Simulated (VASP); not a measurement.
# GeW (Fm-3m) in VASP: further runs

Aim: see how the results for GeW move with the level of theory and the settings. Levels: r2SCAN, RPBE, revPBE, BLYP, PBEsol. Tasks: single point, relaxation of cell and atoms.

Program: VASP 6.6.1. These are calculated values, not measurements. Logs are shortened: lines on timing, memory, paths and dates and some standing lists are left out, and cuts for length are marked.

**1. The cell of the first run**

It takes space group Fm-3m (No. 225, cubic). Conventional cell: a = 5.155 Å, b = 5.155 Å, c = 5.155 Å, α = 90.00°, β = 90.00°, γ = 90.00°. Within 3.4 Å of Ge (site symmetry m-3m) lie 6 W at 2.58 Å. Within 3.4 Å of W (site symmetry m-3m) lie 6 Ge at 2.58 Å.

**2. Single point, r2SCAN**

File POSCAR:

```
GeW
1.0
    0.0000000000      2.5776100000      2.5776100000
    2.5776100000      0.0000000000      2.5776100000
    2.5776100000      2.5776100000      0.0000000000
Ge W
1 1
Direct
    0.5000000000      0.5000000000      0.5000000000
    0.0000000000      0.0000000000      0.0000000000
```

File INCAR.step1:

```
SYSTEM = GeW
  PREC = Accurate
  ENCUT = 520
  ISMEAR = -1
  SIGMA = 0.05
  LREAL = .FALSE.
  LASPH = .TRUE.
  NELM = 60
  NBANDS = 21
  GGA = PE
  ALGO = Normal
  EDIFF = 1E-4
  LWAVE = .TRUE.
  LCHARG = .FALSE.
```

File INCAR.step2:

```
SYSTEM = GeW
  PREC = Accurate
  ENCUT = 520
  EDIFF = 1E-6
  ISMEAR = -1
  SIGMA = 0.05
  LREAL = .FALSE.
  LASPH = .TRUE.
  NELM = 60
  ALGO = Normal
  ISIF = 2
  LWAVE = .FALSE.
  LCHARG = .FALSE.
  METAGGA = R2SCAN
  LMIXTAU = .TRUE.
  NBANDS = 21
  ISTART = 1
```

File KPOINTS:

```
regular mesh
0
G
  9 9 9
  0 0 0
```

Potentials or basis: VASP PAW PBE potentials, release 64 (Ge_d, W_sv).

On the command line:

```sh
$ cat potpaw_PBE.64/Ge_d/POTCAR potpaw_PBE.64/W_sv/POTCAR > POTCAR
$ cp INCAR.step1 INCAR
$ mpirun -np 1 vasp_std > vasp.out
$ cp INCAR.step2 INCAR
$ mpirun -np 1 vasp_std > vasp.out
```

OUTCAR:

```text
SYSTEM = GeW
   PREC = Accurate
   ENCUT = 520
   EDIFF = 1E-6
   ISMEAR = -1
   LREAL = .FALSE.
   LASPH = .TRUE.
   NELM = 60
   ISIF = 2
   METAGGA = R2SCAN
   ISTART = 1

 ion  position               nearest neighbor table
   1  0.500  0.500  0.500-   2 2.58   2 2.58   2 2.58   2 2.58   2 2.58   2 2.58
   2  0.000  0.000  0.000-   1 2.58   1 2.58   1 2.58   1 2.58   1 2.58   1 2.58

  LATTYP: Found a face centered cubic cell.
 ALAT       =     5.1552200000

  Lattice vectors:

 A1 = (   0.0000000000,   2.5776100000,   2.5776100000)
 A2 = (   2.5776100000,   0.0000000000,   2.5776100000)
 A3 = (   2.5776100000,   2.5776100000,   0.0000000000)

Analysis of symmetry for initial positions (statically):
=====================================================================
 Subroutine PRICEL returns:
 Original cell was already a primitive cell.

 Routine SETGRP: Setting up the symmetry group for a
 face centered cubic supercell.

 Subroutine GETGRP returns: Found 48 space group operations
 (whereof 48 operations were pure point group operations)
 out of a pool of 48 trial point group operations.

The static configuration has the point symmetry O_h .

Analysis of symmetry for dynamics (positions and initial velocities):
=====================================================================
 Subroutine PRICEL returns:
 Original cell was already a primitive cell.

 Routine SETGRP: Setting up the symmetry group for a
 face centered cubic supercell.

 Subroutine GETGRP returns: Found 48 space group operations
 (whereof 48 operations were pure point group operations)
 out of a pool of 48 trial point group operations.

The dynamic configuration has the point symmetry O_h .

 Subroutine INISYM returns: Found 48 space group operations
 (whereof 48 operations are pure point group operations),
 and found     1 'primitive' translations

----------------------------------------------------------------------------------------

                                     Primitive cell

  volume of cell :      34.2517

  direct lattice vectors                    reciprocal lattice vectors
     0.000000000  2.577610000  2.577610000    -0.193978143  0.193978143  0.193978143
     2.577610000  0.000000000  2.577610000     0.193978143 -0.193978143  0.193978143
     2.577610000  2.577610000  0.000000000     0.193978143  0.193978143 -0.193978143

  length of vectors
     3.645291021  3.645291021  3.645291021     0.335979998  0.335979998  0.335979998

  position of ions in fractional coordinates (direct lattice)
     0.500000000  0.500000000  0.500000000
     0.000000000  0.000000000  0.000000000

  ion indices of the primitive-cell ions
   primitive index   ion index
                 1           1
                 2           2

----------------------------------------------------------------------------------------

 KPOINTS: regular mesh

Automatic generation of k-mesh.
 Grid dimensions read from file:
 generate k-points for:    9    9    9

 Generating k-lattice:

  Cartesian coordinates                     Fractional coordinates (reciprocal lattice)
    -0.021553127  0.021553127  0.021553127     0.111111111  0.000000000  0.000000000
     0.021553127 -0.021553127  0.021553127     0.000000000  0.111111111  0.000000000
     0.021553127  0.021553127 -0.021553127     0.000000000  0.000000000  0.111111111

  Length of vectors
     0.037331111  0.037331111  0.037331111

  Shift w.r.t. Gamma in fractional coordinates (k-lattice)
     0.000000000  0.000000000  0.000000000

 Subroutine IBZKPT returns following result:
 ===========================================

 Found     35 irreducible k-points:

 Following reciprocal coordinates:
            Coordinates               Weight
  0.000000  0.000000  0.000000      1.000000
  0.111111  0.000000  0.000000      8.000000
  0.222222  0.000000  0.000000      8.000000
  0.333333  0.000000  0.000000      8.000000
  0.444444  0.000000  0.000000      8.000000
  0.111111  0.111111  0.000000      6.000000
[... 16 lines left out ...]
 -0.333333  0.333333  0.000000     12.000000
  0.444444  0.444444  0.000000      6.000000
 [... further k-points ...]
   k-points           NKPTS =     35   k-points in BZ     NKDIM =     35   number of bands    NBANDS=     21
   number of dos      NEDOS =    301   number of ions     NIONS =      2
   total plane-waves  NPLWV =  21952
   dimension x,y,z NGX =    28 NGY =   28 NGZ =   28
   dimension x,y,z NGXF=    56 NGYF=   56 NGZF=   56
   ions per type =               1   1
   NGX,Y,Z   is equivalent  to a cutoff of  12.77, 12.77, 12.77 a.u.
   NGXF,Y,Z  is equivalent  to a cutoff of  25.54, 25.54, 25.54 a.u.
 SYSTEM =  GeW
   PREC   = accura    normal or accurate (medium, high low for compatibility)
   ISTART =      1    job   : 0-new  1-cont  2-samecut
   ICHARG =      0    charge: 1-file 2-atom 10-const
   ISPIN  =      1    spin polarized calculation?
   LNONCOLLINEAR =      F non collinear calculations
   LSORBIT =      F    spin-orbit coupling
   LASPH  =      T    aspherical Exc in radial PAW
   ENCUT  =  520.0 eV  38.22 Ry    6.18 a.u.   6.78  6.78  6.78*2*pi/ulx,y,z
   NELM   =     60;   NELMIN=  2; NELMDL=  0     # of ELM steps
   EDIFF  = 0.1E-05   stopping-criterion for ELM
   LREAL  =      F    real-space projection
   EDIFFG = 0.1E-04   stopping-criterion for IOM
   NSW    =      0    number of steps for IOM
   IBRION =     -1    ionic relax: 0-MD 1-quasi-New 2-CG
   NFREE  =      0    steps in history (QN), initial steepest desc. (CG)
   ISIF   =      2    stress and relaxation
   ISYM   =      2    0-nonsym 1-usesym 2-fastsym
   POTIM  = 0.5000    time-step for ionic-motion
   TEBEG  =    0.0;   TEEND  =   0.0 temperature during run
   PSTRESS=    0.0 pullay stress
   NELECT =      28.0000    total number of electrons
   NUPDOWN=      -1.0000    fix difference up-down
   EMIN   =  10.00;   EMAX   =-10.00  energy-range for DOS
   EFERMI =   0.00;   METHOD = LEGACY
   ISMEAR =    -1;   SIGMA  =   0.05  broadening in eV -4-tet -1-fermi 0-gaus
   EFERMI_NEDOS =   21; number of points for ismear=-14 and -15
   IALGO  =     38    algorithm
   IMIX   =      4    mixing-type and parameters
     AMIX     =   0.40;   BMIX     =  1.00
     AMIX_MAG =   1.60;   BMIX_MAG =  1.00
  volume/ion in A,a.u.               =      17.13       115.57
  Fermi-wavevector in a.u.,A,eV,Ry     =   1.530736  2.892672 31.880529  2.343153
  Thomas-Fermi vector in A             =   2.638178
   LORBIT       =      0    0 simple, 1 ext, 2 COOP (PROOUT), +10 PAW based schemes
   METAGGA = R2SCAN    functional components
   LHFCALC =     F    Hartree Fock is set to
   AEXX    =    0.0000 exact exchange contribution
   IVDW    =     0    specifies the selected vdW correction
   LEPSILON=     F    determine dielectric tensor
   LRPA    =     F    only Hartree local field effects (RPA)
 non-spin polarized calculation
  energy-cutoff  :      520.00
  volume of cell :       34.25
 maximum number of plane-waves:       944
   NGX = 13   NGY = 13   NGZ = 13

 number of electron      27.9999991 magnetization

 Free energy of the ion-electron system (eV)
  ---------------------------------------------------
  ext. energy  EPLUGINS =         0.00000000
  ---------------------------------------------------
  free energy    TOTEN  =       -63.35450029 eV

  energy without entropy =      -63.33296120  energy(sigma->0) =      -63.34373075

 E-fermi :   9.0149     XC(G=0): -13.5351

 val. band max:        8.9970525346   @ k =   0.3333   0.1111   0.0000
 cond. band min:       9.0234316549   @ k =  -0.3333   0.3333   0.1111
 fundamental gap:      0.0263791203
 Fermi energy:         9.0149293054

 k-point     1 :       0.0000    0.0000    0.0000
  band No.  band energies     occupation
      1     -67.4777      2.00000
      2     -31.0269      2.00000
      3     -31.0269      2.00000
      4     -31.0269      2.00000
      5     -16.1858      2.00000
      6     -16.1858      2.00000
[... 13 lines left out ...]
     20      18.0884      0.00000
     21      24.6001      0.00000

 k-point     2 :       0.1111    0.0000    0.0000
  band No.  band energies     occupation
      1     -67.4772      2.00000
      2     -31.0402      2.00000
      3     -31.0293      2.00000
      4     -31.0293      2.00000
      5     -16.1810      2.00000
      6     -16.1810      2.00000
[... 13 lines left out ...]
     20      18.5206      0.00000
     21      22.5112      0.00000

 k-point     3 :       0.2222    0.0000    0.0000
  band No.  band energies     occupation
      1     -67.4761      2.00000
      2     -31.0737      2.00000
      3     -31.0352      2.00000
      4     -31.0352      2.00000
      5     -16.1690      2.00000
      6     -16.1690      2.00000
[... 13 lines left out ...]
     20      20.4257      0.00000
     21      21.1154      0.00000

 k-point     4 :       0.3333    0.0000    0.0000
  band No.  band energies     occupation
      1     -67.4748      2.00000
      2     -31.1115      2.00000
      3     -31.0419      2.00000
      4     -31.0419      2.00000
      5     -16.1556      2.00000
      6     -16.1556      2.00000
[... 13 lines left out ...]
     20      19.1820      0.00000
     21      19.1820      0.00000

 k-point     5 :       0.4444    0.0000    0.0000
  band No.  band energies     occupation
      1     -67.4739      2.00000
      2     -31.1360      2.00000
      3     -31.0463      2.00000
      4     -31.0463      2.00000
      5     -16.1470      2.00000
      6     -16.1470      2.00000
[... 13 lines left out ...]
     20      18.4276      0.00000
     21      18.4277      0.00000

 k-point     6 :       0.1111    0.1111    0.0000
  band No.  band energies     occupation
      1     -67.4771      2.00000
      2     -31.0409      2.00000
      3     -31.0318      2.00000
      4     -31.0318      2.00000
      5     -16.1842      2.00000
      6     -16.1759      2.00000
[... 13 lines left out ...]
     20      18.9264      0.00000
     21      22.3995      0.00000

 k-point     7 :       0.2222    0.1111    0.0000
  band No.  band energies     occupation
      1     -67.4762      2.00000
      2     -31.0653      2.00000
      3     -31.0378      2.00000
      4     -31.0367      2.00000
      5     -16.1783      2.00000
      6     -16.1658      2.00000
[... 13 lines left out ...]
     20      19.8743      0.00000
     21      20.6889      0.00000
[... 291 lines left out ...]
      1     -67.4739      2.00000
      2     -31.1054      2.00000
      3     -31.0578      2.00000
      4     -31.0578      2.00000
      5     -16.1759      2.00000
      6     -16.1651      2.00000
[... 13 lines left out ...]
     20      20.8659      0.00000
     21      22.4905      0.00000

 k-point    21 :       0.4444    0.3333    0.0000
  band No.  band energies     occupation
      1     -67.4732      2.00000
      2     -31.1158      2.00000
      3     -31.0674      2.00000
      4     -31.0622      2.00000
      5     -16.1705      2.00000
      6     -16.1700      2.00000
[... 13 lines left out ...]
     20      20.7173      0.00000
     21      22.9402      0.00000

 k-point    22 :      -0.4444    0.3333    0.0000
  band No.  band energies     occupation
      1     -67.4728      2.00000
      2     -31.1144      2.00000
      3     -31.0841      2.00000
      4     -31.0620      2.00000
      5     -16.1720      2.00000
      6     -16.1604      2.00000
[... 13 lines left out ...]
     20      20.3634      0.00000
     21      22.1581      0.00000

 k-point    23 :      -0.3333    0.3333    0.0000
  band No.  band energies     occupation
      1     -67.4729      2.00000
      2     -31.1035      2.00000
      3     -31.0982      2.00000
      4     -31.0572      2.00000
      5     -16.1702      2.00000
      6     -16.1503      2.00000
[... 13 lines left out ...]
     20      20.6739      0.00000
     21      21.0444      0.00000

 k-point    24 :       0.4444    0.4444    0.0000
  band No.  band energies     occupation
      1     -67.4728      2.00000
      2     -31.1235      2.00000
      3     -31.0667      2.00000
      4     -31.0667      2.00000
      5     -16.1777      2.00000
      6     -16.1730      2.00000
[... 13 lines left out ...]
     20      21.3801      0.00000
     21      24.8895      0.00000

 [... further k-points ...]
[... 5 lines left out ...]
  --------------------------------------------------------------------------------------
  -------------------------------------------------------------------------------------
  Total       -0.6682781     -0.6682781     -0.6682781      0.0000000      0.0000000     -0.0000000
  in kB      -31.2597997    -31.2597997    -31.2597997      0.0000000      0.0000000     -0.0000000
  external PRESSURE =     -31.2597997 kB  Pullay stress =       0.0000000 kB

 VOLUME and BASIS-vectors are now :
 -----------------------------------------------------------------------------
  energy-cutoff  :      520.00
  volume of cell :       34.25
      direct lattice vectors                 reciprocal lattice vectors
     0.000000000  2.577610000  2.577610000    -0.193978143  0.193978143  0.193978143
     2.577610000  0.000000000  2.577610000     0.193978143 -0.193978143  0.193978143
     2.577610000  2.577610000  0.000000000     0.193978143  0.193978143 -0.193978143

 POSITION                                       TOTAL-FORCE (eV/Angst)
 -----------------------------------------------------------------------------------
      2.57761      2.57761      2.57761         0.000000     -0.000000     -0.000000
      0.00000      0.00000      0.00000        -0.000000      0.000000      0.000000
 -----------------------------------------------------------------------------------
    total drift:                                0.000000      0.000000      0.000000

  FREE ENERGIE OF THE ION-ELECTRON SYSTEM (eV)
  ---------------------------------------------------
  free  energy   TOTEN  =       -63.3545002925 eV

  energy  without entropy=      -63.3329612006  energy(sigma->0) =      -63.34373075
```

Wall time 52 s (1 thread of Intel Xeon 6975P-C (Granite Rapids), shared host); peak memory 0.18 GiB.

Results:

| Item | Value |
| --- | --- |
| Free energy | -63.3545 eV |
| Pressure | -3.1 GPa |
| Band gap on the k mesh | zero (bands 14 and 15 overlap by 1.87 eV) |

Caveat: the cell stands under tension; the PAW data sets were made with another functional, which shifts forces and pressure a little; spin-orbit coupling is left out, which moves the levels of the heavy elements.

**3. Relaxation of cell and atoms, RPBE**

File INCAR:

```
ALGO = Normal
EDIFF = 1E-7
EDIFFG = -0.01
ENCUT = 600
GGA = RP
IBRION = 2
ISIF = 3
ISMEAR = -1
LASPH = True
LCHARG = False
LREAL = False
LWAVE = False
NELM = 80
NSW = 60
PREC = Accurate
SIGMA = 0.05
```

File KPOINTS:

```
k-points
0
Gamma
  9 9 9
```

POSCAR is that of step 2.

Potentials or basis: VASP PAW PBE potentials, release 64 (Ge_d, W_sv).

On the command line:

```sh
$ cat potpaw_PBE.64/Ge_d/POTCAR potpaw_PBE.64/W_sv/POTCAR > POTCAR
$ mpirun -np 1 vasp_std > vasp.out
```

It took 44 s on 1 thread of Intel Xeon 6975P-C (Granite Rapids), shared host; peak memory 0.19 GiB.

Results (log left out):

- Free energy: -14.7717 eV
- Relaxed volume: 17.47 Å³/atom
- Relaxed cell: a = 3.669 Å, b = 3.669 Å, c = 3.669 Å, α = 60.00°, β = 60.00°, γ = 60.00°
- Space group after relaxing (to 0.1 Å): Fm-3m (No. 225)
- Energy gained by relaxing: 3.5 meV/atom
- Ionic steps: 3
- Pressure after relaxing: 0.0 GPa
- Band gap on the k mesh: zero (bands 14 and 15 overlap by 1.66 eV)

Step by step:
| step | energy change (eV) | largest force (eV/Å) | pressure (GPa) | volume (Å³) |
| --- | --- | --- | --- | --- |
| 1 | 0.0000 | 0.0000 | 3.35 | 34.25 |
| 2 | 0.0108 | 0.0000 | -4.85 | 36.06 |
| 3 | -0.0069 | 0.0000 | -0.02 | 34.93 |

Final structure:
```
Ge W
1.0
     0.00000    2.59454    2.59454
     2.59454    0.00000    2.59454
     2.59454    2.59454    0.00000
Ge W
1 1
Direct
  0.50000 0.50000 0.50000
  0.00000 0.00000 0.00000
```

Levels at points of the mesh, in eV from the Fermi level:
| k point | band 12 | band 13 | band 14 | band 15 | band 16 | band 17 |
| --- | --- | --- | --- | --- | --- | --- |
| (0.00, 0.00, 0.00) | -1.56 | -1.56 | -0.87 | -0.87 | 2.39 | 2.39 |

Caveat: the PAW data sets were made with another functional, which shifts forces and pressure a little; spin-orbit coupling is left out, which moves the levels of the heavy elements.

[end of part 1 of 2]
